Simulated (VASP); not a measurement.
# LiMgBN2 (I-4m2) in VASP: further runs, part 2 of 2

VASP 6.6.1. Earlier steps stand in the parts before.

## (3) Single point, PBE (strain +0.000 along x and y, -0.080 along z)

INCAR

```
PREC = Accurate
ENCUT = 520
EDIFF = 1E-6
ISMEAR = 0
SIGMA = 0.05
LREAL = F
LASPH = T
NELM = 60
ALGO = Normal
ISIF = 2
LWAVE = F
LCHARG = F
GGA = PE
NBANDS = 17
```

KPOINTS

```
Automatic mesh
0
Gamma
  8 8 8
```

POSCAR

```
LiMgBN2
1.0
   -1.9096560000      1.9096560000      4.0880402400
    1.9096560000     -1.9096560000      4.0880402400
    1.9096560000      1.9096560000     -4.0880402400
Li Mg B N
1 1 1 2
Direct
    0.2500000000      0.7500000000      0.5000000000
    0.7500000000      0.2500000000      0.5000000000
    0.5000000000      0.5000000000      0.0000000000
    0.6512635000      0.6512635000      0.0000000000
    0.3487365000      0.3487365000      0.0000000000
```

Potentials or basis: VASP PAW PBE potentials, release 64 (Li_sv, Mg, B, N).

On the command line:

```bash
$ cat potpaw_PBE.64/Li_sv/POTCAR potpaw_PBE.64/Mg/POTCAR potpaw_PBE.64/B/POTCAR potpaw_PBE.64/N/POTCAR > POTCAR
$ mpirun -np 1 vasp_std > vasp.out
```

OUTCAR:

```text
PREC = Accurate
   ENCUT = 520
   EDIFF = 1E-6
   ISMEAR = 0
   LREAL = F
   LASPH = T
   NELM = 60
   ISIF = 2
   GGA = PE

 ion  position               nearest neighbor table
   1  0.250  0.750  0.500-   5 2.07   4 2.07   5 2.07   4 2.07   2 2.70   2 2.70   2 2.70   2 2.70

   2  0.750  0.250  0.500-   5 2.07   4 2.07   5 2.07   4 2.07   1 2.70   1 2.70   1 2.70   1 2.70
                             3 2.80   3 2.80   3 2.80   3 2.80
   3  0.500  0.500  0.000-   4 1.24   5 1.24   2 2.80   2 2.80   2 2.80   2 2.80
   4  0.651  0.651  0.000-   3 1.24   2 2.07   1 2.07   1 2.07   2 2.07
   5  0.349  0.349  0.000-   3 1.24   2 2.07   1 2.07   1 2.07   2 2.07

  LATTYP: Found a body centered tetragonal cell.
 ALAT       =     3.8193120000
 C/A-ratio  =     2.1407207581

  Lattice vectors:

 A1 = (  -1.9096560000,   1.9096560000,   4.0880402400)
 A2 = (   1.9096560000,  -1.9096560000,   4.0880402400)
 A3 = (   1.9096560000,   1.9096560000,  -4.0880402400)

Analysis of symmetry for initial positions (statically):
=====================================================================
 Subroutine PRICEL returns:
 Original cell was already a primitive cell.

 Routine SETGRP: Setting up the symmetry group for a
 body centered tetragonal supercell.

 Subroutine GETGRP returns: Found  8 space group operations
 (whereof  8 operations were pure point group operations)
 out of a pool of 16 trial point group operations.

The static configuration has the point symmetry D_2d.

Analysis of symmetry for dynamics (positions and initial velocities):
=====================================================================
 Subroutine PRICEL returns:
 Original cell was already a primitive cell.

 Routine SETGRP: Setting up the symmetry group for a
 body centered tetragonal supercell.

 Subroutine GETGRP returns: Found  8 space group operations
 (whereof  8 operations were pure point group operations)
 out of a pool of 16 trial point group operations.

The dynamic configuration has the point symmetry D_2d.

 Subroutine INISYM returns: Found  8 space group operations
 (whereof  8 operations are pure point group operations),
 and found     1 'primitive' translations

----------------------------------------------------------------------------------------

                                     Primitive cell

  volume of cell :      59.6328

  direct lattice vectors                    reciprocal lattice vectors
    -1.909656000  1.909656000  4.088040240     0.000000000  0.261827261  0.122307994
     1.909656000 -1.909656000  4.088040240     0.261827261  0.000000000  0.122307994
     1.909656000  1.909656000 -4.088040240     0.261827261  0.261827261  0.000000000

  length of vectors
     4.899555600  4.899555600  4.899555600     0.288985744  0.288985744  0.370279664

  position of ions in fractional coordinates (direct lattice)
     0.250000000  0.750000000  0.500000000
     0.750000000  0.250000000  0.500000000
     0.500000000  0.500000000  0.000000000
     0.651263500  0.651263500  0.000000000
     0.348736500  0.348736500  0.000000000

  ion indices of the primitive-cell ions
   primitive index   ion index
                 1           1
                 2           2
                 3           3
                 4           4
[... 24 lines left out ...]
 ===========================================

 Found     59 irreducible k-points:

 Following reciprocal coordinates:
            Coordinates               Weight
  0.000000  0.000000  0.000000      1.000000
  0.125000  0.000000  0.000000      8.000000
  0.250000  0.000000  0.000000      8.000000
  0.375000 -0.000000  0.000000      8.000000
  0.500000  0.000000  0.000000      4.000000
  0.125000  0.125000  0.000000      8.000000
[... 16 lines left out ...]
  0.250000  0.125000  0.125000     16.000000
  0.375000  0.125000  0.125000      8.000000
 [... further k-points ...]
   k-points           NKPTS =     59   k-points in BZ     NKDIM =     59   number of bands    NBANDS=     17
   number of dos      NEDOS =    301   number of ions     NIONS =      5
   total plane-waves  NPLWV =  46656
   dimension x,y,z NGX =    36 NGY =   36 NGZ =   36
   dimension x,y,z NGXF=    72 NGYF=   72 NGZF=   72
   ions per type =               1   1   1   2
   NGX,Y,Z   is equivalent  to a cutoff of  12.22, 12.22, 12.22 a.u.
   NGXF,Y,Z  is equivalent  to a cutoff of  24.43, 24.43, 24.43 a.u.
 SYSTEM =  unknown system
   PREC   = accura    normal or accurate (medium, high low for compatibility)
   ISTART =      0    job   : 0-new  1-cont  2-samecut
   ICHARG =      2    charge: 1-file 2-atom 10-const
   ISPIN  =      1    spin polarized calculation?
   LNONCOLLINEAR =      F non collinear calculations
   LSORBIT =      F    spin-orbit coupling
   LASPH  =      T    aspherical Exc in radial PAW
   ENCUT  =  520.0 eV  38.22 Ry    6.18 a.u.   9.11  9.11  9.11*2*pi/ulx,y,z
   NELM   =     60;   NELMIN=  2; NELMDL= -5     # of ELM steps
   EDIFF  = 0.1E-05   stopping-criterion for ELM
   LREAL  =      F    real-space projection
   EDIFFG = 0.1E-04   stopping-criterion for IOM
   NSW    =      0    number of steps for IOM
   IBRION =     -1    ionic relax: 0-MD 1-quasi-New 2-CG
   NFREE  =      0    steps in history (QN), initial steepest desc. (CG)
   ISIF   =      2    stress and relaxation
   ISYM   =      2    0-nonsym 1-usesym 2-fastsym
   POTIM  = 0.5000    time-step for ionic-motion
   TEBEG  =    0.0;   TEEND  =   0.0 temperature during run
   PSTRESS=    0.0 pullay stress
   NELECT =      18.0000    total number of electrons
   NUPDOWN=      -1.0000    fix difference up-down
   EMIN   =  10.00;   EMAX   =-10.00  energy-range for DOS
   EFERMI =   0.00;   METHOD = LEGACY
   ISMEAR =     0;   SIGMA  =   0.05  broadening in eV -4-tet -1-fermi 0-gaus
   EFERMI_NEDOS =   21; number of points for ismear=-14 and -15
   IALGO  =     38    algorithm
   IMIX   =      4    mixing-type and parameters
     AMIX     =   0.40;   BMIX     =  1.00
     AMIX_MAG =   1.60;   BMIX_MAG =  1.00
  volume/ion in A,a.u.               =      11.93        80.48
  Fermi-wavevector in a.u.,A,eV,Ry     =   1.098172  2.075245 16.408389  1.205983
  Thomas-Fermi vector in A             =   2.234545
   LORBIT       =      0    0 simple, 1 ext, 2 COOP (PROOUT), +10 PAW based schemes
   GGA     = PE    functional components
   LHFCALC =     F    Hartree Fock is set to
   AEXX    =    0.0000 exact exchange contribution
   IVDW    =     0    specifies the selected vdW correction
   LEPSILON=     F    determine dielectric tensor
   LRPA    =     F    only Hartree local field effects (RPA)
 non-spin polarized calculation
 Gauss-broadening in eV      SIGMA  =   0.05
  energy-cutoff  :      520.00
  volume of cell :       59.63
 maximum number of plane-waves:      1619
   NGX = 19   NGY = 19   NGZ = 19

 number of electron      17.9999994 magnetization

 Free energy of the ion-electron system (eV)
  ---------------------------------------------------
  ext. energy  EPLUGINS =         0.00000000
  ---------------------------------------------------
  free energy    TOTEN  =       -30.73177597 eV

  energy without entropy =      -30.73177597  energy(sigma->0) =      -30.73177597

 E-fermi :   1.6686     XC(G=0):  -8.7738

 val. band max:        1.3977863163   @ k =   0.5000   0.5000   0.5000
 cond. band min:       4.1001433171   @ k =   0.0000   0.0000   0.0000
 fundamental gap:      2.7023570008
 Fermi energy:         1.6685738053

 k-point     1 :       0.0000    0.0000    0.0000
  band No.  band energies     occupation
      1     -42.1191      2.00000
      2     -13.4917      2.00000
      3     -12.4229      2.00000
      4      -3.1320      2.00000
      5      -1.3226      2.00000
      6      -1.3226      2.00000
[... 457 lines left out ...]
      4      -3.2050      2.00000
      5      -2.5831      2.00000
      6      -2.1822      2.00000
[... 9 lines left out ...]
     16      12.7043      0.00000
     17      14.4990      0.00000

 [... further k-points ...]
[... 5 lines left out ...]
  --------------------------------------------------------------------------------------
  -------------------------------------------------------------------------------------
  Total        0.4670046      0.4670046     20.6422262      0.0000000      0.0000000      0.0000000
  in kB       12.5471854     12.5471854    554.6023143      0.0000000      0.0000000      0.0000000
  external PRESSURE =     193.2322284 kB  Pullay stress =       0.0000000 kB

 VOLUME and BASIS-vectors are now :
 -----------------------------------------------------------------------------
  energy-cutoff  :      520.00
  volume of cell :       59.63
      direct lattice vectors                 reciprocal lattice vectors
    -1.909656000  1.909656000  4.088040240     0.000000000  0.261827261  0.122307994
     1.909656000 -1.909656000  4.088040240     0.261827261  0.000000000  0.122307994
     1.909656000  1.909656000 -4.088040240     0.261827261  0.261827261  0.000000000

 POSITION                                       TOTAL-FORCE (eV/Angst)
 -----------------------------------------------------------------------------------
      1.90966      0.00000      2.04402         0.000000     -0.000000      0.000000
      0.00000      1.90966      2.04402         0.000000     -0.000000      0.000000
      0.00000      0.00000      4.08804         0.000000     -0.000000      0.000000
      0.00000      0.00000      5.32478        -0.000000      0.000000      7.356010
      0.00000      0.00000      2.85130        -0.000000      0.000000     -7.356010
 -----------------------------------------------------------------------------------
    total drift:                                0.000000     -0.000000      0.000000

  FREE ENERGIE OF THE ION-ELECTRON SYSTEM (eV)
  ---------------------------------------------------
  free  energy   TOTEN  =       -30.7317759685 eV

  energy  without entropy=      -30.7317759685  energy(sigma->0) =      -30.73177597
```

OSZICAR:

```text
N       E                     dE             d eps       ncg     rms          rms(c)
DAV:   1     0.847545404312E+02    0.84755E+02   -0.83993E+03  2006   0.101E+03
DAV:   2    -0.292314763884E+02   -0.11399E+03   -0.10720E+03  2543   0.234E+02
DAV:   3    -0.385748825352E+02   -0.93434E+01   -0.93051E+01  3498   0.614E+01
DAV:   4    -0.386790521393E+02   -0.10417E+00   -0.10397E+00  2777   0.651E+00
DAV:   5    -0.386822363223E+02   -0.31842E-02   -0.31837E-02  2940   0.898E-01    0.144E+01
DAV:   6    -0.311644737044E+02    0.75178E+01   -0.16024E+01  2406   0.254E+01    0.531E+00
DAV:   7    -0.308158581921E+02    0.34862E+00   -0.12876E+00  2788   0.716E+00    0.354E+00
DAV:   8    -0.307286585906E+02    0.87200E-01   -0.30562E-01  2361   0.373E+00    0.661E-01
DAV:   9    -0.307268746211E+02    0.17840E-02   -0.39756E-02  2853   0.139E+00    0.331E-01
DAV:  10    -0.307304413324E+02   -0.35667E-02   -0.67222E-03  2184   0.620E-01    0.150E-01
DAV:  11    -0.307316060030E+02   -0.11647E-02   -0.13017E-03  2142   0.233E-01    0.905E-02
DAV:  12    -0.307317482356E+02   -0.14223E-03   -0.45233E-04  2286   0.131E-01    0.284E-02
DAV:  13    -0.307317742613E+02   -0.26026E-04   -0.72326E-05  2130   0.590E-02    0.917E-03
DAV:  14    -0.307317758223E+02   -0.15609E-05   -0.74566E-06  2705   0.195E-02    0.286E-03
DAV:  15    -0.307317759685E+02   -0.14629E-06   -0.86909E-07  1836   0.710E-03
   1 F= -.30731776E+02 E0= -.30731776E+02  d E =-.201446E-16
```

stdout:

```text
POSCAR found type information on POSCAR LiMgB N
 POSCAR found :  4 types and       5 ions
 scaLAPACK will be used
 LDA part: xc-table for (Slater+PW92), standard interpolation
 POSCAR, INCAR and KPOINTS ok, starting setup
 FFT: planning ... GRIDC
 FFT: planning ... GRID_SOFT
 FFT: planning ... GRID
 WAVECAR not read
 entering main loop
```

Wall time 51 s (1 thread of Intel Xeon 6975P-C (Granite Rapids), shared host); peak memory 0.23 GiB.

Results:

| Item | Value |
| --- | --- |
| Free energy | -30.7318 eV |
| Largest force | 7.356 eV/Å |
| Band gap on the k mesh | 2.70 eV, indirect (least direct gap 3.45 eV) |

Forces on the atoms (eV/Å):
```
Li   0.000  0.000  0.000
Mg   0.000  0.000  0.000
B    0.000  0.000  0.000
N    0.000  0.000  7.356
N    0.000  0.000 -7.356
```

Caveat: the cell differs from its parent crystal (strain +0.000 along x and y, -0.080 along z); the cutoff is under 1.25 times the usual one of these potentials, so pressure, stress and relaxed cells hold a basis-set (Pulay) error; forces of over 1 eV/Å act on the atoms, so gaps and moduli don't describe the material at rest.

## (4) Single point, PBE (strain +0.000 along x and y, -0.040 along z)

INCAR

```
PREC = Accurate ; ENCUT = 520
EDIFF = 1E-7 ; ISMEAR = 0
SIGMA = 0.05 ; LREAL = F
LASPH = T ; NELM = 60
ALGO = Normal ; ISIF = 2
LWAVE = F ; LCHARG = F
GGA = PE ; NBANDS = 17
```

KPOINTS

```
regular mesh
0
Gamma
  8 8 8
```

Changes to POSCAR since step 3:

```diff
@@ -2,5 +2,5 @@
 1.0
-   -1.9096560000      1.9096560000      4.0880402400
-    1.9096560000     -1.9096560000      4.0880402400
-    1.9096560000      1.9096560000     -4.0880402400
+   -1.9096560000      1.9096560000      4.2657811200
+    1.9096560000     -1.9096560000      4.2657811200
+    1.9096560000      1.9096560000     -4.2657811200
 Li Mg B N
```

On the command line:

```bash
$ cat potpaw_PBE.64/Li_sv/POTCAR potpaw_PBE.64/Mg/POTCAR potpaw_PBE.64/B/POTCAR potpaw_PBE.64/N/POTCAR > POTCAR
$ mpirun -np 1 vasp_std > vasp.out
```

Run time: 70 s. Hardware: 1 thread of Intel Xeon 6975P-C (Granite Rapids), shared host; peak memory 0.27 GiB.

Results (log left out):

```yaml
Free_energy: -31.3647 eV
Largest_force: 3.133 eV/Å
Band_gap_on_the_k_mesh: 2.66 eV, indirect (least direct gap 3.49 eV)
```

Forces on the atoms (eV/Å):
```
Li   0.000  0.000  0.000
Mg   0.000  0.000  0.000
B    0.000  0.000  0.000
N    0.000  0.000  3.133
N    0.000  0.000 -3.133
```

Levels at points of the mesh, in eV from the valence-band top:
| k point | band 7 | band 8 | band 9 | band 10 | band 11 | band 12 |
| --- | --- | --- | --- | --- | --- | --- |
| (0.00, 0.00, 0.00) | -2.40 | -1.45 | -1.45 | 2.66 | 6.36 | 8.25 |
| (0.50, 0.00, 0.00) | -2.66 | -1.05 | -0.68 | 5.48 | 5.79 | 7.52 |
| (0.50, 0.50, 0.00) | -3.21 | -1.97 | -0.39 | 5.17 | 6.15 | 7.07 |
| (0.50, 0.50, 0.50) | -3.22 | 0.00 | 0.00 | 3.49 | 6.58 | 7.00 |

Caveat: the cell differs from its parent crystal (strain +0.000 along x and y, -0.040 along z); the cutoff is under 1.25 times the usual one of these potentials, so pressure, stress and relaxed cells hold a basis-set (Pulay) error; forces of over 1 eV/Å act on the atoms, so gaps and moduli don't describe the material at rest. A k mesh can miss the band edges.

## (5) Single point, PBE (strain -0.040 along x and y, +0.080 along z)

INCAR

```
SYSTEM = LiMgBN2
PREC = Accurate
ENCUT = 520
EDIFF = 1E-6
ISMEAR = 0
SIGMA = 0.05
LREAL = .False.
LASPH = .True.
NELM = 80
ALGO = Normal
ISIF = 2
LWAVE = .False.
LCHARG = .True.
GGA = PE
LELF = .True.
LVHAR = .True.
NBANDS = 17
```

KPOINTS

```
regular mesh
0
Gamma
  8 8 8
  0 0 0
```

Changes to POSCAR since step 4:

```diff
@@ -2,5 +2,5 @@
 1.0
-   -1.9096560000      1.9096560000      4.2657811200
-    1.9096560000     -1.9096560000      4.2657811200
-    1.9096560000      1.9096560000     -4.2657811200
+   -1.8332697600      1.8332697600      4.7990037600
+    1.8332697600     -1.8332697600      4.7990037600
+    1.8332697600      1.8332697600     -4.7990037600
 Li Mg B N
```

On the command line:

```bash
$ cat potpaw_PBE.64/Li_sv/POTCAR potpaw_PBE.64/Mg/POTCAR potpaw_PBE.64/B/POTCAR potpaw_PBE.64/N/POTCAR > POTCAR
$ mpirun -np 1 vasp_std > vasp.out
```

Wall time 76 s (1 thread of Intel Xeon 6975P-C (Granite Rapids), shared host); peak memory 0.3 GiB.

Results (log left out):

```
Free energy            : -30.9406 eV
Largest force          : 4.219 eV/Å
Band gap on the k mesh : 2.67 eV, indirect (least direct gap 3.77 eV)
```

Forces in eV/Å, atoms in the order of the input:
```
Li   0.000  0.000  0.000
Mg   0.000  0.000  0.000
B    0.000  0.000  0.000
N    0.000  0.000 -4.219
N    0.000  0.000  4.219
```

Levels at points of the mesh, in eV from the valence-band top:
```tsv
k point	band 7	band 8	band 9	band 10	band 11	band 12
(0.00, 0.00, 0.00)	-1.63	-1.21	-1.21	2.67	5.66	6.91
(0.50, 0.00, 0.00)	-1.81	-1.37	-0.53	4.71	5.87	6.41
(0.50, 0.50, 0.00)	-2.67	-1.90	-0.67	4.68	4.99	5.81
(0.50, 0.50, 0.50)	-2.39	0.00	0.00	3.81	5.83	5.83
```

Caveat: the cell differs from its parent crystal (strain -0.040 along x and y, +0.080 along z); the cutoff is under 1.25 times the usual one of these potentials, so pressure, stress and relaxed cells hold a basis-set (Pulay) error; forces of over 1 eV/Å act on the atoms, so gaps and moduli don't describe the material at rest. A k mesh can miss the band edges.

## (6) Summary

| cell | gap on the mesh (eV) | largest force (eV/Å) |
| --- | --- | --- |
| a = 5.404 Å, angles 142.1, 142.1, 54.7°, 5 atoms | 2.90 | 5.00 |
| a = 4.900 Å, angles 134.1, 134.1, 66.9°, 5 atoms | 2.70 | 7.36 |
| a = 5.049 Å, angles 135.6, 135.6, 64.7°, 5 atoms | 2.66 | 3.13 |
| a = 5.455 Å, angles 140.7, 140.7, 56.8°, 5 atoms | 2.67 | 4.22 |

Alike in all rows: task single point; level PBE; potentials or basis VASP PAW PBE potentials, release 64 (Li_sv, Mg, B, N); no spin polarisation; k mesh 8 × 8 × 8; cutoff (eV) 520; smearing gaussian 0.05 eV.

Caveats: the cutoff is under 1.25 times the usual one of these potentials, so pressure, stress and relaxed cells hold a basis-set (Pulay) error; forces of over 1 eV/Å act on the atoms, so gaps and moduli don't describe the material at rest.

Total energies depend on the potentials used, so only differences within one code and one set of settings carry meaning.
